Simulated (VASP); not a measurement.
# SnO2 (Pnnm) in VASP: relaxation of cell and atoms with LDA

Aim: the relaxation of cell and atoms of SnO2 with LDA.

Program: VASP 6.6.1. These are calculated values, not measurements. Logs are shortened: lines on timing, memory, paths and dates and some standing lists are left out, and cuts for length are marked.

## (1) The cell of the first run

It takes space group Pnnm (No. 58, orthorhombic). The conventional cell has a = 4.720 Å, b = 4.730 Å, c = 3.187 Å, α = 90.00°, β = 90.00°, γ = 90.00°. Within 2.7 Å of Sn (site symmetry 2/m) lie 6 O at 2.05 Å. O (site symmetry m) has 3 Sn at 2.05 Å and 1 O at 2.59 Å within 2.7 Å.

## (2) Relaxation of cell and atoms, LDA

INCAR

```
ALGO     = Normal         # electronic algorithm
EDIFF    = 1E-6           # SCF threshold, eV
EDIFFG   = -0.005         # ionic threshold
ENCUT    = 600            # plane-wave cutoff, eV
IBRION   = 2              # ionic algorithm
ISIF     = 3              # what is computed and relaxed
ISMEAR   = 0              # smearing method
LASPH    = True           # aspherical terms in the spheres
LCHARG   = False          # write CHGCAR
LREAL    = False          # projectors in reciprocal space
LWAVE    = False          # write WAVECAR
NELM     = 80             # most SCF steps
NSW      = 100            # ionic steps
PREC     = Accurate       # precision mode
SIGMA    = 0.02           # smearing width, eV
```

KPOINTS

```
k-points
0
Gamma
  6 6 8
```

POSCAR

```
SnO2
1.0
    4.7197092370      0.0000000000      0.0000000000
    0.0000000000      4.7297114887      0.0000000000
    0.0000000000      0.0000000000      3.1872407837
Sn O
2 4
Direct
    0.5000000000      0.5000000000      0.5000000000
    0.0000000000      0.0000000000      0.0000000000
    0.3042439545      0.3078762612      0.0000000000
    0.8042439545      0.1921237388      0.5000000000
    0.1957560455      0.8078762612      0.5000000000
    0.6957560455      0.6921237388      0.0000000000
```

Potentials or basis: VASP PAW LDA potentials, release 64 (Sn_d, O).

On the command line:

```console
> cat potpaw_LDA.64/Sn_d/POTCAR potpaw_LDA.64/O/POTCAR > POTCAR
> mpirun -np 1 vasp_std > vasp.out
```

OUTCAR:

```text
EDIFF = 1E-6
   EDIFFG = -0.005
   ENCUT = 600
   IBRION = 2
   ISIF = 3
   ISMEAR = 0
   LASPH = True
   LREAL = False
   NELM = 80
   NSW = 100
   PREC = Accurate

 ion  position               nearest neighbor table
   1  0.500  0.500  0.500-   4 2.05   5 2.05   3 2.05   6 2.05   3 2.05   6 2.05   2 3.70   2 3.70
                             2 3.70   2 3.70   2 3.70   2 3.70   2 3.70   2 3.70
   2  0.000  0.000  0.000-   3 2.05   6 2.05   5 2.05   4 2.05   4 2.05   5 2.05   1 3.70   1 3.70
                             1 3.70   1 3.70   1 3.70   1 3.70   1 3.70   1 3.70
   3  0.304  0.308  0.000-   2 2.05   1 2.05   1 2.05
   4  0.804  0.192  0.500-   1 2.05   2 2.05   2 2.05
   5  0.196  0.808  0.500-   1 2.05   2 2.05   2 2.05
   6  0.696  0.692  0.000-   2 2.05   1 2.05   1 2.05

  LATTYP: Found a simple orthorhombic cell.
 ALAT       =     3.1872407837
 B/A-ratio  =     1.4808135178
 C/A-ratio  =     1.4839517343

  Lattice vectors:

 A1 = (   0.0000000000,   0.0000000000,   3.1872407837)
 A2 = (   4.7197092370,   0.0000000000,   0.0000000000)
 A3 = (   0.0000000000,   4.7297114887,   0.0000000000)

Analysis of symmetry for initial positions (statically):
=====================================================================
 Subroutine PRICEL returns:
 Original cell was already a primitive cell.

 Routine SETGRP: Setting up the symmetry group for a
 simple orthorhombic supercell.

 Subroutine GETGRP returns: Found  8 space group operations
 (whereof  4 operations were pure point group operations)
 out of a pool of  8 trial point group operations.

The static configuration has the point symmetry C_2h.
 The point group associated with its full space group is D_2h.

Analysis of symmetry for dynamics (positions and initial velocities):
=====================================================================
 Subroutine PRICEL returns:
 Original cell was already a primitive cell.

 Routine SETGRP: Setting up the symmetry group for a
 simple orthorhombic supercell.

 Subroutine GETGRP returns: Found  8 space group operations
 (whereof  4 operations were pure point group operations)
 out of a pool of  8 trial point group operations.

The dynamic configuration has the point symmetry C_2h.
 The point group associated with its full space group is D_2h.

 Subroutine INISYM returns: Found  8 space group operations
 (whereof  4 operations are pure point group operations),
 and found     1 'primitive' translations

----------------------------------------------------------------------------------------

                                     Primitive cell

  volume of cell :      71.1483

  direct lattice vectors                    reciprocal lattice vectors
     4.719709237  0.000000000  0.000000000     0.211877459  0.000000000  0.000000000
     0.000000000  4.729711489  0.000000000     0.000000000  0.211429387  0.000000000
     0.000000000  0.000000000  3.187240784     0.000000000  0.000000000  0.313751005

  length of vectors
     4.719709237  4.729711489  3.187240784     0.211877459  0.211429387  0.313751005

  position of ions in fractional coordinates (direct lattice)
     0.500000000  0.500000000  0.500000000
     0.000000000  0.000000000  0.000000000
     0.304243955  0.307876261  0.000000000
     0.804243955  0.192123739  0.500000000
     0.195756045  0.807876261  0.500000000
     0.695756045  0.692123739  0.000000000

  ion indices of the primitive-cell ions
   primitive index   ion index
                 1           1
                 2           2
                 3           3
                 4           4
                 5           5
                 6           6

----------------------------------------------------------------------------------------

 KPOINTS: k-points

Automatic generation of k-mesh.
 Grid dimensions read from file:
 generate k-points for:    6    6    8

 Generating k-lattice:

  Cartesian coordinates                     Fractional coordinates (reciprocal lattice)
     0.035312910  0.000000000  0.000000000     0.166666667  0.000000000  0.000000000
     0.000000000  0.035238231  0.000000000     0.000000000  0.166666667  0.000000000
     0.000000000  0.000000000  0.039218876     0.000000000  0.000000000  0.125000000

  Length of vectors
     0.035312910  0.035238231  0.039218876

  Shift w.r.t. Gamma in fractional coordinates (k-lattice)
     0.000000000  0.000000000  0.000000000

 Subroutine IBZKPT returns following result:
 ===========================================

 Found     80 irreducible k-points:

 Following reciprocal coordinates:
            Coordinates               Weight
  0.000000  0.000000  0.000000      1.000000
  0.166667  0.000000  0.000000      2.000000
  0.333333  0.000000  0.000000      2.000000
  0.500000  0.000000  0.000000      1.000000
  0.000000  0.166667  0.000000      2.000000
  0.166667  0.166667  0.000000      4.000000
[... 16 lines left out ...]
  0.333333  0.166667  0.125000      8.000000
  0.500000  0.166667  0.125000      4.000000
 [... further k-points ...]
   k-points           NKPTS =     80   k-points in BZ     NKDIM =     80   number of bands    NBANDS=     31
   number of dos      NEDOS =    301   number of ions     NIONS =      6
   total plane-waves  NPLWV =  44800
   dimension x,y,z NGX =    40 NGY =   40 NGZ =   28
   dimension x,y,z NGXF=    80 NGYF=   80 NGZF=   56
   ions per type =               2   4
   NGX,Y,Z   is equivalent  to a cutoff of  14.09, 14.06, 14.60 a.u.
   NGXF,Y,Z  is equivalent  to a cutoff of  28.18, 28.12, 29.21 a.u.
 SYSTEM =  unknown system
   PREC   = accura    normal or accurate (medium, high low for compatibility)
   ISTART =      0    job   : 0-new  1-cont  2-samecut
   ICHARG =      2    charge: 1-file 2-atom 10-const
   ISPIN  =      1    spin polarized calculation?
   LNONCOLLINEAR =      F non collinear calculations
   LSORBIT =      F    spin-orbit coupling
   LASPH  =      T    aspherical Exc in radial PAW
   ENCUT  =  600.0 eV  44.10 Ry    6.64 a.u.   9.43  9.45  6.37*2*pi/ulx,y,z
   NELM   =     80;   NELMIN=  2; NELMDL= -5     # of ELM steps
   EDIFF  = 0.1E-05   stopping-criterion for ELM
   LREAL  =      F    real-space projection
   EDIFFG = -.5E-02   stopping-criterion for IOM
   NSW    =    100    number of steps for IOM
   IBRION =      2    ionic relax: 0-MD 1-quasi-New 2-CG
   NFREE  =      1    steps in history (QN), initial steepest desc. (CG)
   ISIF   =      3    stress and relaxation
   ISYM   =      2    0-nonsym 1-usesym 2-fastsym
   POTIM  = 0.5000    time-step for ionic-motion
   TEBEG  =    0.0;   TEEND  =   0.0 temperature during run
   PSTRESS=    0.0 pullay stress
   NELECT =      52.0000    total number of electrons
   NUPDOWN=      -1.0000    fix difference up-down
   EMIN   =  10.00;   EMAX   =-10.00  energy-range for DOS
   EFERMI =   0.00;   METHOD = LEGACY
   ISMEAR =     0;   SIGMA  =   0.02  broadening in eV -4-tet -1-fermi 0-gaus
   EFERMI_NEDOS =   21; number of points for ismear=-14 and -15
   IALGO  =     38    algorithm
   IMIX   =      4    mixing-type and parameters
     AMIX     =   0.40;   BMIX     =  1.00
     AMIX_MAG =   1.60;   BMIX_MAG =  1.00
  volume/ion in A,a.u.               =      11.86        80.02
  Fermi-wavevector in a.u.,A,eV,Ry     =   1.474646  2.786676 29.586956  2.174580
  Thomas-Fermi vector in A             =   2.589392
   LORBIT       =      0    0 simple, 1 ext, 2 COOP (PROOUT), +10 PAW based schemes
   GGA     = CA    functional components
   LHFCALC =     F    Hartree Fock is set to
   AEXX    =    0.0000 exact exchange contribution
   IVDW    =     0    specifies the selected vdW correction
   LEPSILON=     F    determine dielectric tensor
   LRPA    =     F    only Hartree local field effects (RPA)
 conjugate gradient relaxation of ions
 non-spin polarized calculation
 Gauss-broadening in eV      SIGMA  =   0.02
  energy-cutoff  :      600.00
  volume of cell :       71.15
 maximum number of plane-waves:      2405
 NGX is ok and might be reduce to    40
   NGX = 19   NGY = 19   NGZ = 13

--------------------------------------- Ionic step        1  -------------------------------------------

 number of electron      51.9999997 magnetization

 Free energy of the ion-electron system (eV)
  ---------------------------------------------------
  ext. energy  EPLUGINS =         0.00000000
  ---------------------------------------------------
  free energy    TOTEN  =       -42.29015397 eV

  energy without entropy =      -42.29015397  energy(sigma->0) =      -42.29015397

------------------------ aborting loop because EDIFF is reached ----------------------------------------

  FORCE on cell =-STRESS in cart. coord.  units (eV):
  Direction    XX          YY          ZZ          XY          YZ          ZX
  --------------------------------------------------------------------------------------
  -------------------------------------------------------------------------------------
  Total        0.2974554      0.2841194      0.6383684      0.0000000      0.0000000      0.0000000
  in kB        6.6983467      6.3980366     14.3753083      0.0000000      0.0000000      0.0000000
  external PRESSURE =       9.1572306 kB  Pullay stress =       0.0000000 kB
[... 101 lines left out ...]
  FREE ENERGIE OF THE ION-ELECTRON SYSTEM (eV)
  ---------------------------------------------------
  free  energy   TOTEN  =       -42.2911465002 eV

  energy  without entropy=      -42.2911465002  energy(sigma->0) =      -42.29114650

[... ionic steps 4 to 26 ...]

--------------------------------------- Ionic step       27  -------------------------------------------

 number of electron      51.9999996 magnetization

------------------------ aborting loop because EDIFF is reached ----------------------------------------

  FORCE on cell =-STRESS in cart. coord.  units (eV):
  Direction    XX          YY          ZZ          XY          YZ          ZX
  --------------------------------------------------------------------------------------
  -------------------------------------------------------------------------------------
  Total       -0.0179603     -0.0153054     -0.0274109      0.0000000      0.0000000      0.0000000
  in kB       -0.4028167     -0.3432726     -0.6147757      0.0000000      0.0000000      0.0000000
  external PRESSURE =      -0.4536217 kB  Pullay stress =       0.0000000 kB
[... 65 lines left out ...]
  energy  without entropy=      -42.2913265781  energy(sigma->0) =      -42.29132658

--------------------------------------- Ionic step       29  -------------------------------------------

 number of electron      51.9999996 magnetization

 Free energy of the ion-electron system (eV)
  ---------------------------------------------------
  ext. energy  EPLUGINS =         0.00000000
  ---------------------------------------------------
  free energy    TOTEN  =       -42.29133119 eV

  energy without entropy =      -42.29133119  energy(sigma->0) =      -42.29133119

 E-fermi :   6.0412     XC(G=0): -11.8115

 val. band max:        5.8874032908   @ k =   0.0000   0.0000   0.0000
 cond. band min:       7.0374814345   @ k =   0.0000   0.0000   0.0000
 fundamental gap:      1.1500781437
 Fermi energy:         6.0411839869

 k-point     1 :       0.0000    0.0000    0.0000
  band No.  band energies     occupation
      1     -15.1214      2.00000
      2     -14.3474      2.00000
      3     -14.0819      2.00000
      4     -14.0627      2.00000
      5     -14.0625      2.00000
      6     -13.9863      2.00000
[... 805 lines left out ...]
     30      13.3475      0.00000
     31      16.0879      0.00000

 [... further k-points ...]

------------------------ aborting loop because EDIFF is reached ----------------------------------------

  FORCE on cell =-STRESS in cart. coord.  units (eV):
  Direction    XX          YY          ZZ          XY          YZ          ZX
  --------------------------------------------------------------------------------------
  -------------------------------------------------------------------------------------
  Total        0.0168934      0.0186792      0.0207279     -0.0000000      0.0000000      0.0000000
  in kB        0.3789946      0.4190580      0.4650191     -0.0000000      0.0000000      0.0000000
  external PRESSURE =       0.4210239 kB  Pullay stress =       0.0000000 kB
[... 21 lines left out ...]
  FREE ENERGIE OF THE ION-ELECTRON SYSTEM (eV)
  ---------------------------------------------------
  free  energy   TOTEN  =       -42.2913311919 eV

  energy  without entropy=      -42.2913311919  energy(sigma->0) =      -42.29133119

 reached required accuracy - stopping structural energy minimisation
```

It took 11 min on 1 thread of Intel Xeon 6975P-C (Granite Rapids), shared host; peak memory 0.29 GiB.

What came out:

```
Free energy                           : -42.2913 eV
Relaxed volume                        : 11.90 Å³/atom
Relaxed cell                          : a = 4.726 Å, b = 4.728 Å, c = 3.196 Å, α = 90.00°, β = 90.00°, γ = 90.00°
Space group after relaxing (to 0.1 Å) : P4_2/mnm (No. 136)
Energy gained by relaxing             : 0.2 meV/atom
Ionic steps                           : 29
Pressure after relaxing               : 0.0 GPa
Largest force after relaxing          : 0.004 eV/Å
Band gap on the k mesh                : 1.15 eV
```

Forces on the atoms (eV/Å):
```
Sn   0.000  0.000  0.000
Sn   0.000  0.000  0.000
O   -0.002 -0.004  0.000
O   -0.002  0.004  0.000
O    0.002 -0.004  0.000
O    0.002  0.004  0.000
```

Step by step:
| step | energy change (eV) | largest force (eV/Å) | pressure (GPa) | volume (Å³) |
| --- | --- | --- | --- | --- |
| 1 | 0.0000 | 0.0259 | 0.92 | 71.15 |
| 2 | 0.0009 | 0.0474 | -1.32 | 71.85 |
| 3 | -0.0010 | 0.0081 | -0.04 | 71.44 |
| 4 | -0.0010 | 0.0067 | 0.00 | 71.42 |
| 5 | -0.0010 | 0.0060 | 0.02 | 71.41 |
| 6 | -0.0010 | 0.0057 | 0.00 | 71.41 |
| 7 | -0.0010 | 0.0054 | -0.01 | 71.41 |
| 8 | -0.0010 | 0.0057 | 0.03 | 71.41 |
| 9 | -0.0010 | 0.0061 | 0.00 | 71.41 |
| 10 | -0.0010 | 0.0062 | 0.02 | 71.41 |
| 11 | -0.0011 | 0.0057 | -0.04 | 71.42 |
| 12 | -0.0011 | 0.0059 | -0.04 | 71.43 |
| 13 | -0.0011 | 0.0063 | 0.03 | 71.42 |
| 14 | -0.0011 | 0.0063 | 0.03 | 71.41 |
| 15 | -0.0011 | 0.0070 | 0.09 | 71.40 |
| 16 | -0.0011 | 0.0070 | 0.05 | 71.41 |
| 17 | -0.0011 | 0.0064 | 0.04 | 71.41 |
| 18 | -0.0011 | 0.0053 | 0.05 | 71.40 |
| 19 | -0.0011 | 0.0047 | 0.07 | 71.40 |
| 20 | -0.0011 | 0.0097 | 0.10 | 71.39 |
| 21 | -0.0011 | 0.0098 | 0.01 | 71.41 |
| 22 | -0.0011 | 0.0101 | -0.05 | 71.43 |
| 23 | -0.0011 | 0.0101 | -0.05 | 71.43 |
| 24 | -0.0011 | 0.0104 | -0.10 | 71.44 |
| 25 | -0.0011 | 0.0105 | -0.07 | 71.44 |
| 26 | -0.0012 | 0.0054 | -0.06 | 71.44 |
| 27 | -0.0012 | 0.0070 | -0.05 | 71.44 |
| 28 | -0.0012 | 0.0046 | -0.05 | 71.44 |
| 29 | -0.0012 | 0.0045 | 0.04 | 71.42 |

Final structure:
```
Sn O
1.0
     4.72594    0.00000    0.00000
     0.00000    4.72785    0.00000
     0.00000    0.00000    3.19628
Sn O
2 4
Direct
  0.50000 0.50000 0.50000
  0.00000 0.00000 0.00000
  0.30559 0.30656 0.00000
  0.80559 0.19344 0.50000
  0.19441 0.80656 0.50000
  0.69441 0.69344 0.00000
```

Caveat: spin-orbit coupling is left out, which moves the levels of the heavy elements.
